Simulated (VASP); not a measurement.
A run of VASP 6.6.1:

File INCAR:

```
  ALGO = Fast
  EDIFF = 1E-6
  ENCUT = 520
  GGA = PE
  ISIF = 2
  ISMEAR = 0
  LASPH = True
  LCHARG = False
  LREAL = False
  LWAVE = False
  NBANDS = 12
  NELM = 80
  PREC = Accurate
  SIGMA = 0.1
```

The input KPOINTS:

```
k-points
0
Gamma
  14 14 14
```

Contents of POSCAR:

```
Cd
1.0
    0.0000000000      2.2181497500      2.2181497500
    2.2181497500      0.0000000000      2.2181497500
    2.2181497500      2.2181497500      0.0000000000
Cd
1
Direct
    0.0399792665     -0.0224556525     -0.0427969302
```

Potentials or basis: VASP PAW PBE potentials, release 64 (Cd).

Launch:

```sh
$ cat potpaw_PBE.64/Cd/POTCAR > POTCAR
$ mpirun -np 1 vasp_std > vasp.out
```

Hardware: 1 thread of Intel(R) Xeon(R) Platinum 8559C (Emerald Rapids), on a shared host.

Q: Estimate the wall time of this run.

A: Wall time 8.6 s on 1 thread of Intel(R) Xeon(R) Platinum 8559C (Emerald Rapids), on a shared host, peak memory 0.15 GiB. Counts: scf iterations 11, k points 104.
